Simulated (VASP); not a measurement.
# Si (R-3m) in VASP: further runs

Runs on Si. Level: PBE. Tasks: single point.

Everything below comes from runs of VASP 6.6.1. Logs are shortened: lines on timing, memory, paths and dates and some standing lists are left out, and cuts for length are marked.

**1. The cell of the first run**

Symmetry: R-3m, No. 166, trigonal system. The conventional cell has a = 3.818 Å, b = 3.818 Å, c = 9.353 Å, α = 90.00°, β = 90.00°, γ = 120.00°. Within 2.9 Å of Si (site symmetry 3m) lie 4 Si at 2.20 to 2.39 Å.

**2. Single point, PBE**

The input, INCAR:

```
SYSTEM = Si
PREC = Accurate
ENCUT = 500
EDIFF = 1E-6
ISMEAR = -1
SIGMA = 0.05
LREAL = .False.
LASPH = .True.
NELM = 120
ALGO = Normal
ISIF = 2
LWAVE = .False.
LCHARG = .True.
GGA = PE
LELF = .True.
LVHAR = .True.
NBANDS = 11
GGA_COMPAT = .False.
```

The input, KPOINTS:

```
regular mesh
0
Gamma
  3 3 3
  0 0 0
```

The input, POSCAR:

```
Si
1.0
    0.0000000000      2.7000000000      2.7000000000
    2.7000000000      0.0000000000      2.7000000000
    2.7000000000      2.7000000000      0.0000000000
Si
2
Direct
    0.0000000000      0.0000000000      0.0000000000
    0.2352167763      0.2352167763      0.2352167763
```

Potentials or basis: VASP PAW PBE potentials, release 64 (Si).

The run is started by

```
$ cat potpaw_PBE.64/Si/POTCAR > POTCAR
$ mpirun -np 1 vasp_std > vasp.out
```

OUTCAR:

```text
SYSTEM = Si
   PREC = Accurate
   ENCUT = 500
   EDIFF = 1E-6
   ISMEAR = -1
   LREAL = .False.
   LASPH = .True.
   NELM = 120
   ISIF = 2
   GGA = PE

 ion  position               nearest neighbor table
   1  0.000  0.000  0.000-   2 2.20   2 2.39   2 2.39   2 2.39
   2  0.235  0.235  0.235-   1 2.20   1 2.39   1 2.39   1 2.39

  LATTYP: Found a face centered cubic cell.
 ALAT       =     5.4000000000

  Lattice vectors:

 A1 = (   0.0000000000,   2.7000000000,   2.7000000000)
 A2 = (   2.7000000000,   0.0000000000,   2.7000000000)
 A3 = (   2.7000000000,   2.7000000000,   0.0000000000)

Analysis of symmetry for initial positions (statically):
=====================================================================
 Subroutine PRICEL returns:
 Original cell was already a primitive cell.

 Routine SETGRP: Setting up the symmetry group for a
 face centered cubic supercell.

 Subroutine GETGRP returns: Found 12 space group operations
 (whereof  6 operations were pure point group operations)
 out of a pool of 48 trial point group operations.

The static configuration has the point symmetry C_3v.
 The point group associated with its full space group is D_3d.

Analysis of symmetry for dynamics (positions and initial velocities):
=====================================================================
 Subroutine PRICEL returns:
 Original cell was already a primitive cell.

 Routine SETGRP: Setting up the symmetry group for a
 face centered cubic supercell.

 Subroutine GETGRP returns: Found 12 space group operations
 (whereof  6 operations were pure point group operations)
 out of a pool of 48 trial point group operations.

The dynamic configuration has the point symmetry C_3v.
 The point group associated with its full space group is D_3d.

 Subroutine INISYM returns: Found 12 space group operations
 (whereof  6 operations are pure point group operations),
 and found     1 'primitive' translations

----------------------------------------------------------------------------------------

                                     Primitive cell

  volume of cell :      39.3660

  direct lattice vectors                    reciprocal lattice vectors
     0.000000000  2.700000000  2.700000000    -0.185185185  0.185185185  0.185185185
     2.700000000  0.000000000  2.700000000     0.185185185 -0.185185185  0.185185185
     2.700000000  2.700000000  0.000000000     0.185185185  0.185185185 -0.185185185

  length of vectors
     3.818376618  3.818376618  3.818376618     0.320750150  0.320750150  0.320750150

  position of ions in fractional coordinates (direct lattice)
     0.000000000  0.000000000  0.000000000
     0.235216776  0.235216776  0.235216776

  ion indices of the primitive-cell ions
   primitive index   ion index
                 1           1
                 2           2

----------------------------------------------------------------------------------------

 KPOINTS: regular mesh

Automatic generation of k-mesh.
 Grid dimensions read from file:
 generate k-points for:    3    3    3

 Generating k-lattice:

  Cartesian coordinates                     Fractional coordinates (reciprocal lattice)
    -0.061728395  0.061728395  0.061728395     0.333333333  0.000000000  0.000000000
     0.061728395 -0.061728395  0.061728395     0.000000000  0.333333333  0.000000000
     0.061728395  0.061728395 -0.061728395     0.000000000  0.000000000  0.333333333

  Length of vectors
     0.106916717  0.106916717  0.106916717

  Shift w.r.t. Gamma in fractional coordinates (k-lattice)
     0.000000000  0.000000000  0.000000000

 Subroutine IBZKPT returns following result:
 ===========================================

 Found      6 irreducible k-points:

 Following reciprocal coordinates:
            Coordinates               Weight
  0.000000  0.000000  0.000000      1.000000
  0.333333  0.000000  0.000000      6.000000
  0.333333  0.333333  0.333333      2.000000
  0.333333  0.333333  0.000000      6.000000
 -0.333333  0.333333  0.000000      6.000000
  0.333333  0.333333 -0.333333      6.000000
   k-points           NKPTS =      6   k-points in BZ     NKDIM =      6   number of bands    NBANDS=     11
   number of dos      NEDOS =    301   number of ions     NIONS =      2
   total plane-waves  NPLWV =  21952
   dimension x,y,z NGX =    28 NGY =   28 NGZ =   28
   dimension x,y,z NGXF=    56 NGYF=   56 NGZF=   56
   ions per type =               2
   NGX,Y,Z   is equivalent  to a cutoff of  12.19, 12.19, 12.19 a.u.
   NGXF,Y,Z  is equivalent  to a cutoff of  24.38, 24.38, 24.38 a.u.
 SYSTEM =  Si
   PREC   = accura    normal or accurate (medium, high low for compatibility)
   ISTART =      0    job   : 0-new  1-cont  2-samecut
   ICHARG =      2    charge: 1-file 2-atom 10-const
   ISPIN  =      1    spin polarized calculation?
   LNONCOLLINEAR =      F non collinear calculations
   LSORBIT =      F    spin-orbit coupling
   LASPH  =      T    aspherical Exc in radial PAW
   ENCUT  =  500.0 eV  36.75 Ry    6.06 a.u.   6.96  6.96  6.96*2*pi/ulx,y,z
   NELM   =    120;   NELMIN=  2; NELMDL= -5     # of ELM steps
   EDIFF  = 0.1E-05   stopping-criterion for ELM
   LREAL  =      F    real-space projection
   EDIFFG = 0.1E-04   stopping-criterion for IOM
   NSW    =      0    number of steps for IOM
   IBRION =     -1    ionic relax: 0-MD 1-quasi-New 2-CG
   NFREE  =      0    steps in history (QN), initial steepest desc. (CG)
   ISIF   =      2    stress and relaxation
   ISYM   =      2    0-nonsym 1-usesym 2-fastsym
   POTIM  = 0.5000    time-step for ionic-motion
   TEBEG  =    0.0;   TEEND  =   0.0 temperature during run
   PSTRESS=    0.0 pullay stress
   NELECT =       8.0000    total number of electrons
   NUPDOWN=      -1.0000    fix difference up-down
   EMIN   =  10.00;   EMAX   =-10.00  energy-range for DOS
   EFERMI =   0.00;   METHOD = LEGACY
   ISMEAR =    -1;   SIGMA  =   0.05  broadening in eV -4-tet -1-fermi 0-gaus
   EFERMI_NEDOS =   21; number of points for ismear=-14 and -15
   IALGO  =     38    algorithm
   IMIX   =      4    mixing-type and parameters
     AMIX     =   0.40;   BMIX     =  1.00
     AMIX_MAG =   1.60;   BMIX_MAG =  1.00
  volume/ion in A,a.u.               =      19.68       132.83
  Fermi-wavevector in a.u.,A,eV,Ry     =   0.962493  1.818849 12.604348  0.926393
  Thomas-Fermi vector in A             =   2.091957
   LORBIT       =      0    0 simple, 1 ext, 2 COOP (PROOUT), +10 PAW based schemes
   GGA     = PE    functional components
   LHFCALC =     F    Hartree Fock is set to
   AEXX    =    0.0000 exact exchange contribution
   IVDW    =     0    specifies the selected vdW correction
   LEPSILON=     F    determine dielectric tensor
   LRPA    =     F    only Hartree local field effects (RPA)
 non-spin polarized calculation
  energy-cutoff  :      500.00
  volume of cell :       39.37
 maximum number of plane-waves:      1018
   NGX = 13   NGY = 13   NGZ = 13

 number of electron       8.0000000 magnetization

 Free energy of the ion-electron system (eV)
  ---------------------------------------------------
  ext. energy  EPLUGINS =         0.00000000
  ---------------------------------------------------
  free energy    TOTEN  =       -10.04222339 eV

  energy without entropy =      -10.03315039  energy(sigma->0) =      -10.03768689

 E-fermi :   6.5608     XC(G=0):  -9.4212

 val. band max:        6.4906846811   @ k =   0.0000   0.0000   0.0000
 cond. band min:       6.6934463512   @ k =   0.3333   0.3333   0.0000
 fundamental gap:      0.2027616700
 Fermi energy:         6.5608034060

 k-point     1 :       0.0000    0.0000    0.0000
  band No.  band energies     occupation
      1      -6.0238      2.00000
      2       5.3536      2.00000
      3       6.4907      1.60512
      4       6.4907      1.60512
      5       8.3413      0.00000
      6       8.3413      0.00000
      7       9.0956      0.00000
      8       9.6422      0.00000
      9      13.8040      0.00000
     10      13.8040      0.00000
     11      14.0632      0.00000

 k-point     2 :       0.3333    0.0000    0.0000
  band No.  band energies     occupation
      1      -4.6575      2.00000
      2       0.8098      2.00000
      3       4.6412      2.00000
      4       5.4363      2.00000
      5       7.8082      0.00000
      6       8.9911      0.00000
      7       9.9720      0.00000
      8      13.7847      0.00000
      9      14.1450      0.00000
     10      14.3527      0.00000
     11      15.3803      0.00000

 k-point     3 :       0.3333    0.3333    0.3333
  band No.  band energies     occupation
      1      -4.5442      2.00000
      2       0.2896      2.00000
      3       5.2050      2.00000
      4       5.2050      2.00000
      5       8.0759      0.00000
      6       9.7828      0.00000
      7       9.7828      0.00000
      8      13.6921      0.00000
      9      13.6921      0.00000
     10      14.0610      0.00000
     11      15.0543      0.00000

 k-point     4 :       0.3333    0.3333    0.0000
  band No.  band energies     occupation
      1      -4.1001      2.00000
      2       1.0213      2.00000
      3       3.5354      2.00000
      4       3.7490      2.00000
      5       6.6934      0.13163
      6       8.0251      0.00000
      7      13.3741      0.00000
      8      13.4260      0.00000
      9      15.9449      0.00000
     10      16.0955      0.00000
     11      19.2512      0.00000

 k-point     5 :      -0.3333    0.3333    0.0000
  band No.  band energies     occupation
      1      -2.8634      2.00000
      2      -0.4737      2.00000
      3       1.5965      2.00000
      4       3.8147      2.00000
      5       7.3390      0.00000
      6      12.1119      0.00000
      7      12.7678      0.00000
      8      12.8399      0.00000
      9      13.7216      0.00000
     10      13.8995      0.00000
     11      20.2499      0.00000

 k-point     6 :       0.3333    0.3333   -0.3333
  band No.  band energies     occupation
      1      -2.5890      2.00000
      2      -0.9831      2.00000
      3       1.5425      2.00000
      4       4.0861      2.00000
      5       7.8077      0.00000
      6      11.5287      0.00000
      7      12.3280      0.00000
      8      13.4111      0.00000
      9      13.6631      0.00000
     10      13.8823      0.00000
     11      20.6526      0.00000

------------------------ aborting loop because EDIFF is reached ----------------------------------------

  FORCE on cell =-STRESS in cart. coord.  units (eV):
  Direction    XX          YY          ZZ          XY          YZ          ZX
  --------------------------------------------------------------------------------------
  -------------------------------------------------------------------------------------
  Total        1.5927691      1.5927691      1.5927691      1.0435916      1.0435916      1.0435916
  in kB       64.8249392     64.8249392     64.8249392     42.4736779     42.4736779     42.4736779
  external PRESSURE =      64.8249392 kB  Pullay stress =       0.0000000 kB

 VOLUME and BASIS-vectors are now :
 -----------------------------------------------------------------------------
  energy-cutoff  :      500.00
  volume of cell :       39.37
      direct lattice vectors                 reciprocal lattice vectors
     0.000000000  2.700000000  2.700000000    -0.185185185  0.185185185  0.185185185
     2.700000000  0.000000000  2.700000000     0.185185185 -0.185185185  0.185185185
     2.700000000  2.700000000  0.000000000     0.185185185  0.185185185 -0.185185185

 POSITION                                       TOTAL-FORCE (eV/Angst)
 -----------------------------------------------------------------------------------
      0.00000      0.00000      0.00000        -1.421468     -1.421468     -1.421468
      1.27017      1.27017      1.27017         1.421468      1.421468      1.421468
 -----------------------------------------------------------------------------------
    total drift:                               -0.000000     -0.000000     -0.000000

  FREE ENERGIE OF THE ION-ELECTRON SYSTEM (eV)
  ---------------------------------------------------
  free  energy   TOTEN  =       -10.0422233895 eV

  energy  without entropy=      -10.0331503892  energy(sigma->0) =      -10.03768689
```

Wall time 2.7 s (1 thread of AMD EPYC 9R45 (Zen 5), shared host); peak memory 0.11 GiB.

What came out:

| Item | Value |
| --- | --- |
| Free energy | -10.0422 eV |
| Pressure | 6.5 GPa |
| Largest force | 2.462 eV/Å |
| Band gap on the k mesh | 0.20 eV, indirect (least direct gap 1.85 eV) |

Forces in eV/Å, atoms in the order of the input:
```
Si  -1.421 -1.421 -1.421
Si   1.421  1.421  1.421
```

Caveat: the k points lie up to 0.67 Å⁻¹ apart; forces of over 1 eV/Å act on the atoms, so gaps and moduli don't describe the material at rest.

**3. Single point, PBE**

The input, INCAR:

```
  PREC = Accurate
  ENCUT = 500
  EDIFF = 1E-6
  ISMEAR = -1
  SIGMA = 0.05
  LREAL = False
  LASPH = True
  NELM = 120
  ALGO = Normal
  ISIF = 2
  LWAVE = False
  LCHARG = True
  GGA = PE
  LELF = True
  LVHAR = True
  NBANDS = 11
  GGA_COMPAT = False
```

The input, KPOINTS:

```
Automatic mesh
0
Gamma
  3 3 3
```

POSCAR is that of step 2.

Potentials or basis: VASP PAW PBE potentials, release 64 (Si).

The run is started by

```
$ cat potpaw_PBE.64/Si/POTCAR > POTCAR
$ mpirun -np 1 vasp_std > vasp.out
```

Run time: 2.9 s. Hardware: 1 thread of AMD EPYC 9R45 (Zen 5), shared host; peak memory 0.11 GiB.

Results (log left out):

```yaml
Free_energy: -10.0422 eV
Pressure: 6.5 GPa
Largest_force: 2.462 eV/Å
Band_gap_on_the_k_mesh: 0.20 eV, indirect (least direct gap 1.85 eV)
```

Forces on the atoms (eV/Å):
```
Si  -1.421 -1.421 -1.421
Si   1.421  1.421  1.421
```

Stress tensor (GPa, compression positive):
```
6.48 4.25 4.25
4.25 6.48 4.25
4.25 4.25 6.48
```

Levels at points of the mesh, in eV from the valence-band top:
| k point | band 2 | band 3 | band 4 | band 5 | band 6 | band 7 |
| --- | --- | --- | --- | --- | --- | --- |
| (0.00, 0.00, 0.00) | -1.14 | 0.00 | 0.00 | 1.85 | 1.85 | 2.60 |

Caveat: the k points lie up to 0.67 Å⁻¹ apart; forces of over 1 eV/Å act on the atoms, so gaps and moduli don't describe the material at rest. A k mesh can miss the band edges.
